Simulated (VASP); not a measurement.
Cu5Si3: single point with PBE

Cu5Si3:

```
Cu Si
1.0
     6.03331   -0.06870    0.03399
    -0.06870    6.31135   -0.07080
     0.03399   -0.07080    5.99272
Cu Si
10 6
Direct
  0.44197 0.31021 0.60326
  0.76699 0.53606 0.43910
  0.66018 0.13478 0.97389
  0.69239 0.92137 0.60418
  0.97753 0.25984 0.70377
  0.55475 0.59798 0.82640
  0.24552 0.93548 0.70068
  0.42828 0.41549 0.16669
  0.24794 0.76307 0.06041
  0.44612 0.03860 0.31178
  0.02258 0.64661 0.72205
  0.66055 0.77785 0.14097
  0.90610 0.46571 0.05863
  0.17569 0.14192 0.02158
  0.36450 0.66066 0.45628
  0.90302 0.15661 0.32026
```

| Item | Value |
| --- | --- |
| Program | VASP 6.6.1 |
| Task | single point |
| Functional | PBE |
| Potentials or basis | VASP PAW PBE potentials, release 64 (Cu, Si) |
| Cutoff | 520 eV |
| k mesh | 1 × 1 × 1, shifted |
| Occupations | fermi-dirac, width 0.05 eV |
| Spin | no spin polarisation |

The pressure is -2.0 GPa. The largest force is 1.314 eV/Å. The band gap on the k mesh is 0.86 eV.

Forces on the atoms (eV/Å):
```
Cu  -0.541 -0.693 -0.048
Cu  -0.027 -0.024  0.091
Cu  -0.079  0.086 -0.396
Cu   0.486 -0.050  0.278
Cu  -0.203 -0.237 -0.599
Cu   0.257  0.343 -0.338
Cu   0.648  0.963 -0.616
Cu  -0.115 -0.251 -0.007
Cu  -0.370 -0.458  0.304
Cu  -0.797  0.240  0.200
Si  -0.205 -0.121 -0.102
Si   0.540 -0.681 -0.036
Si  -0.131  0.633  0.246
Si   0.413 -0.046  0.481
Si   0.246  0.192  0.250
Si  -0.122  0.103  0.293
```

Stress tensor (GPa, compression positive):
```
-2.93 -0.95 -3.40
-0.95 -4.44  1.21
-3.40  1.21  1.46
```

Levels at points of the mesh, in eV from the valence-band top:
| k point | band 63 | band 64 | band 65 | band 66 | band 67 | band 68 | band 69 | band 70 | band 71 | band 72 |
| --- | --- | --- | --- | --- | --- | --- | --- | --- | --- | --- |
| (0.25, 0.25, 0.25) | -0.84 | -0.66 | -0.53 | -0.07 | 0.00 | 0.86 | 1.51 | 1.89 | 2.23 | 2.58 |

Run time: 61 s on 1 thread of Intel(R) Xeon(R) 6975P-C (Granite Rapids), with other jobs on the host, peak memory 0.33 GiB.

Caveat: the k points lie up to 1.05 Å⁻¹ apart.
